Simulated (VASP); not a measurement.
# NaF (Villiaumite) (Fm-3m) in VASP: further runs, part 2 of 2

VASP 6.6.1.

### Step 3. Single point, r2SCAN

This run uses another cell than the first one, of 11.99 Å³/atom, 1.021 times its volume.

File POSCAR:

```
NaF
1.0
    0.0000000000      2.2886448050      2.2886448050
    2.2886448050      0.0000000000      2.2886448050
    2.2886448050      2.2886448050      0.0000000000
Na F
1 1
Direct
    0.0000000000      0.0000000000      0.0000000000
    0.5000000000      0.5000000000      0.5000000000
```

File INCAR.step1:

```
PREC = Accurate
ENCUT = 520
ISMEAR = -1
SIGMA = 0.05
LREAL = F
LASPH = T
NELM = 60
NBANDS = 14
GGA = PE
ALGO = Normal
EDIFF = 1E-4
LWAVE = T
LCHARG = F
```

File INCAR.step2:

```
PREC = Accurate
ENCUT = 520
EDIFF = 1E-6
ISMEAR = -1
SIGMA = 0.05
LREAL = F
LASPH = T
NELM = 60
ALGO = Normal
ISIF = 2
LWAVE = F
LCHARG = F
METAGGA = R2SCAN
LMIXTAU = T
NBANDS = 14
ISTART = 1
```

File KPOINTS:

```
regular mesh
0
Gamma
  10 10 10
```

Potentials or basis: VASP PAW PBE potentials, release 64 (Na_pv, F).

The run is started by

```console
> cat potpaw_PBE.64/Na_pv/POTCAR potpaw_PBE.64/F/POTCAR > POTCAR
> cp INCAR.step1 INCAR
> mpirun -np 1 vasp_std > vasp.out
> cp INCAR.step2 INCAR
> mpirun -np 1 vasp_std > vasp.out
```

OUTCAR:

```text
PREC = Accurate
   ENCUT = 520
   EDIFF = 1E-6
   ISMEAR = -1
   LREAL = F
   LASPH = T
   NELM = 60
   ISIF = 2
   METAGGA = R2SCAN
   ISTART = 1

 ion  position               nearest neighbor table
   1  0.000  0.000  0.000-   2 2.29   2 2.29   2 2.29   2 2.29   2 2.29   2 2.29
   2  0.500  0.500  0.500-   1 2.29   1 2.29   1 2.29   1 2.29   1 2.29   1 2.29

  LATTYP: Found a face centered cubic cell.
 ALAT       =     4.5772896100

  Lattice vectors:

 A1 = (   0.0000000000,   2.2886448050,   2.2886448050)
 A2 = (   2.2886448050,   0.0000000000,   2.2886448050)
 A3 = (   2.2886448050,   2.2886448050,   0.0000000000)

Analysis of symmetry for initial positions (statically):
=====================================================================
 Subroutine PRICEL returns:
 Original cell was already a primitive cell.

 Routine SETGRP: Setting up the symmetry group for a
 face centered cubic supercell.

 Subroutine GETGRP returns: Found 48 space group operations
 (whereof 48 operations were pure point group operations)
 out of a pool of 48 trial point group operations.

The static configuration has the point symmetry O_h .

Analysis of symmetry for dynamics (positions and initial velocities):
=====================================================================
 Subroutine PRICEL returns:
 Original cell was already a primitive cell.

 Routine SETGRP: Setting up the symmetry group for a
 face centered cubic supercell.

 Subroutine GETGRP returns: Found 48 space group operations
 (whereof 48 operations were pure point group operations)
 out of a pool of 48 trial point group operations.

The dynamic configuration has the point symmetry O_h .

 Subroutine INISYM returns: Found 48 space group operations
 (whereof 48 operations are pure point group operations),
 and found     1 'primitive' translations

----------------------------------------------------------------------------------------

                                     Primitive cell

  volume of cell :      23.9754

  direct lattice vectors                    reciprocal lattice vectors
     0.000000000  2.288644805  2.288644805    -0.218469899  0.218469899  0.218469899
     2.288644805  0.000000000  2.288644805     0.218469899 -0.218469899  0.218469899
     2.288644805  2.288644805  0.000000000     0.218469899  0.218469899 -0.218469899

  length of vectors
     3.236632523  3.236632523  3.236632523     0.378400965  0.378400965  0.378400965

  position of ions in fractional coordinates (direct lattice)
     0.000000000  0.000000000  0.000000000
     0.500000000  0.500000000  0.500000000

  ion indices of the primitive-cell ions
   primitive index   ion index
                 1           1
                 2           2

----------------------------------------------------------------------------------------

 KPOINTS: regular mesh

Automatic generation of k-mesh.
 Grid dimensions read from file:
 generate k-points for:   10   10   10

 Generating k-lattice:

  Cartesian coordinates                     Fractional coordinates (reciprocal lattice)
    -0.021846990  0.021846990  0.021846990     0.100000000  0.000000000  0.000000000
     0.021846990 -0.021846990  0.021846990     0.000000000  0.100000000  0.000000000
     0.021846990  0.021846990 -0.021846990     0.000000000  0.000000000  0.100000000

  Length of vectors
     0.037840097  0.037840097  0.037840097

  Shift w.r.t. Gamma in fractional coordinates (k-lattice)
[... 37 lines left out ...]
   dimension x,y,z NGX =    24 NGY =   24 NGZ =   24
   dimension x,y,z NGXF=    48 NGYF=   48 NGZF=   48
   ions per type =               1   1
   NGX,Y,Z   is equivalent  to a cutoff of  12.33, 12.33, 12.33 a.u.
   NGXF,Y,Z  is equivalent  to a cutoff of  24.65, 24.65, 24.65 a.u.
 SYSTEM =  unknown system
   PREC   = accura    normal or accurate (medium, high low for compatibility)
   ISTART =      1    job   : 0-new  1-cont  2-samecut
   ICHARG =      0    charge: 1-file 2-atom 10-const
   ISPIN  =      1    spin polarized calculation?
   LNONCOLLINEAR =      F non collinear calculations
   LSORBIT =      F    spin-orbit coupling
   LASPH  =      T    aspherical Exc in radial PAW
   ENCUT  =  520.0 eV  38.22 Ry    6.18 a.u.   6.02  6.02  6.02*2*pi/ulx,y,z
   NELM   =     60;   NELMIN=  2; NELMDL=  0     # of ELM steps
   EDIFF  = 0.1E-05   stopping-criterion for ELM
   LREAL  =      F    real-space projection
   EDIFFG = 0.1E-04   stopping-criterion for IOM
   NSW    =      0    number of steps for IOM
   IBRION =     -1    ionic relax: 0-MD 1-quasi-New 2-CG
   NFREE  =      0    steps in history (QN), initial steepest desc. (CG)
   ISIF   =      2    stress and relaxation
   ISYM   =      2    0-nonsym 1-usesym 2-fastsym
   POTIM  = 0.5000    time-step for ionic-motion
   TEBEG  =    0.0;   TEEND  =   0.0 temperature during run
   PSTRESS=    0.0 pullay stress
   NELECT =      14.0000    total number of electrons
   NUPDOWN=      -1.0000    fix difference up-down
   EMIN   =  10.00;   EMAX   =-10.00  energy-range for DOS
   EFERMI =   0.00;   METHOD = LEGACY
   ISMEAR =    -1;   SIGMA  =   0.05  broadening in eV -4-tet -1-fermi 0-gaus
   EFERMI_NEDOS =   21; number of points for ismear=-14 and -15
   IALGO  =     38    algorithm
   IMIX   =      4    mixing-type and parameters
     AMIX     =   0.40;   BMIX     =  1.00
     AMIX_MAG =   1.60;   BMIX_MAG =  1.00
  volume/ion in A,a.u.               =      11.99        80.90
  Fermi-wavevector in a.u.,A,eV,Ry     =   1.368346  2.585798 25.475134  1.872370
  Thomas-Fermi vector in A             =   2.494318
   LORBIT       =      0    0 simple, 1 ext, 2 COOP (PROOUT), +10 PAW based schemes
   METAGGA = R2SCAN    functional components
   LHFCALC =     F    Hartree Fock is set to
   AEXX    =    0.0000 exact exchange contribution
   IVDW    =     0    specifies the selected vdW correction
   LEPSILON=     F    determine dielectric tensor
   LRPA    =     F    only Hartree local field effects (RPA)
 non-spin polarized calculation
  energy-cutoff  :      520.00
  volume of cell :       23.98
 maximum number of plane-waves:       659
   NGX = 13   NGY = 13   NGZ = 13

 number of electron      13.9999997 magnetization

 Free energy of the ion-electron system (eV)
  ---------------------------------------------------
  ext. energy  EPLUGINS =         0.00000000
  ---------------------------------------------------
  free energy    TOTEN  =       -12.60371191 eV

  energy without entropy =      -12.60371191  energy(sigma->0) =      -12.60371191

 E-fermi :  -1.5157     XC(G=0):  -9.9703

 val. band max:       -2.5651518235   @ k =   0.0000   0.0000   0.0000
 cond. band min:       4.8219835207   @ k =   0.0000   0.0000   0.0000
 fundamental gap:      7.3871353442
 Fermi energy:        -1.5157183373

 k-point     1 :       0.0000    0.0000    0.0000
  band No.  band energies     occupation
      1     -22.9240      2.00000
      2     -21.9540      2.00000
      3     -21.9536      2.00000
      4     -21.9536      2.00000
      5      -2.5652      2.00000
      6      -2.5652      2.00000
      7      -2.5652      2.00000
      8       4.8220      0.00000
      9      17.4878      0.00000
     10      17.4879      0.00000
     11      17.4879      0.00000
     12      20.2285      0.00000
     13      22.8748      0.00000
     14      22.8748      0.00000
[... 377 lines left out ...]
      1     -22.9539      2.00000
      2     -22.0056      2.00000
      3     -21.9965      2.00000
      4     -21.7977      2.00000
      5      -3.7770      2.00000
      6      -2.9644      2.00000
      7      -2.9070      2.00000
      8       9.2391      0.00000
      9      12.1052      0.00000
     10      15.8170      0.00000
     11      18.6951      0.00000
     12      18.8028      0.00000
     13      24.7650      0.00000
     14      25.6460      0.00000

 [... further k-points ...]

------------------------ aborting loop because EDIFF is reached ----------------------------------------

  FORCE on cell =-STRESS in cart. coord.  units (eV):
  Direction    XX          YY          ZZ          XY          YZ          ZX
  --------------------------------------------------------------------------------------
  -------------------------------------------------------------------------------------
  Total       -0.0397540     -0.0397540     -0.0397540      0.0000000      0.0000000     -0.0000000
  in kB       -2.6566006     -2.6566006     -2.6566006      0.0000000      0.0000000     -0.0000000
  external PRESSURE =      -2.6566006 kB  Pullay stress =       0.0000000 kB

 VOLUME and BASIS-vectors are now :
 -----------------------------------------------------------------------------
  energy-cutoff  :      520.00
  volume of cell :       23.98
      direct lattice vectors                 reciprocal lattice vectors
     0.000000000  2.288644805  2.288644805    -0.218469899  0.218469899  0.218469899
     2.288644805  0.000000000  2.288644805     0.218469899 -0.218469899  0.218469899
     2.288644805  2.288644805  0.000000000     0.218469899  0.218469899 -0.218469899

 POSITION                                       TOTAL-FORCE (eV/Angst)
 -----------------------------------------------------------------------------------
      0.00000      0.00000      0.00000        -0.000000      0.000000     -0.000000
      2.28864      2.28864      2.28864         0.000000     -0.000000      0.000000
 -----------------------------------------------------------------------------------
    total drift:                                0.000000     -0.000000      0.000000

  FREE ENERGIE OF THE ION-ELECTRON SYSTEM (eV)
  ---------------------------------------------------
  free  energy   TOTEN  =       -12.6037119118 eV

  energy  without entropy=      -12.6037119117  energy(sigma->0) =      -12.60371191
```

OUTCAR.step1:

```text
PREC = Accurate
   ENCUT = 520
   ISMEAR = -1
   LREAL = F
   LASPH = T
   NELM = 60
[... 626 lines left out ...]
 -----------------------------------------------------------------------------------
      0.00000      0.00000      0.00000         0.000000     -0.000000      0.000000
      2.28864      2.28864      2.28864        -0.000000      0.000000     -0.000000
 -----------------------------------------------------------------------------------
    total drift:                                0.000000     -0.000000      0.000000

  FREE ENERGIE OF THE ION-ELECTRON SYSTEM (eV)
  ---------------------------------------------------
  free  energy   TOTEN  =        -8.5426167544 eV

  energy  without entropy=       -8.5426167543  energy(sigma->0) =       -8.54261675
```

It took 31 s on 1 thread of Intel Xeon Platinum 8259CL at 2.50GHz (Skylake/Cascade Lake), shared host; peak memory 0.14 GiB.

What came out:

| Property | Result |
| --- | --- |
| Free energy | -12.6037 eV |
| Pressure | -0.3 GPa |
| Band gap on the k mesh | 7.39 eV, direct |

Caveat: the PAW data sets were made with another functional, which shifts forces and pressure a little. r2SCAN opens gaps a little over a GGA but as a rule still falls short of measured ones.
